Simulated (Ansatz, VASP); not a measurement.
**One calculation of GaB, two programs**

The input POSCAR:

```
GaB
1.0
    2.6627501442      0.0000000000      0.0000000000
    0.0000000000      2.6627501442      0.0000000000
    0.0000000000      0.0000000000      3.1701463609
Ga B
1 1
Direct
    0.5000000000      0.5000000000      0.5000000000
    0.0000000000      0.0000000000      0.0000000000
```

INCAR.step1

```
ALGO = Normal
EDIFF = 1E-5
ENCUT = 520
GGA = PE
ISIF = 2
ISMEAR = -1
LASPH = True
LREAL = False
LWAVE = True
NBANDS = 15
NELM = 60
PREC = Accurate
SIGMA = 0.05
```

File INCAR.step2:

```
ALGO = Normal
EDIFF = 1E-6
ENCUT = 520
GGA = PE
HFSCREEN = 0.2079
ISIF = 2
ISMEAR = -1
ISTART = 1
LASPH = True
LCHARG = True
LELF = True
LHFCALC = True
LREAL = False
LVHAR = True
LWAVE = False
NBANDS = 15
NELM = 60
PREC = Accurate
PRECFOCK = Normal
SIGMA = 0.05
```

KPOINTS

```
k-points
0
Gamma
  5 5 4
```

Contents of input.yaml:

```yaml
crystal:
  lattice:
    - [2.6627501442, 0.0, 0.0]
    - [0.0, 2.6627501442, 0.0]
    - [0.0, 0.0, 3.1701463609]
  atoms:
    - { symbol: Ga, position: [0.5, 0.5, 0.5] }
    - { symbol: B, position: [0.0, 0.0, 0.0] }
hamiltonian:
  xc: hse06
  pseudopotentials: { kind: paw }
kpoints:
  mp_grid: { grid: [5, 5, 4] }
scf:
  occupations: { method: fermi_dirac, width: 0.05 }
output:
  forces: true
  stress: true
  eigenvalues: true
```

Alike in both runs: task single point; functional HSE06; k mesh 5 × 5 × 4; occupations fermi-dirac, width 0.05 eV; no spin polarisation.

```csv
,VASP,Ansatz
version,VASP 6.6.1,Ansatz 0.2.0
potentials or method,"VASP PAW PBE potentials, release 64 (Ga_d, B)",Ansatz PAW
plane-wave cutoff (eV),520,420
valence electrons in the cell,16,16
```

```tsv
	VASP	Ansatz	Ansatz less VASP
gap on the k mesh at the Fermi level (eV)	none	none	-
pressure (GPa)	3.6	3.2	-0.41
traceless stress, the component that is largest in VASP (GPa)	-2.85	-2.82	+0.032
```

A gap of «none» marks a metal or a gap that the smearing closes.

The k mesh is coarse, so the values compare programs but aren't converged.
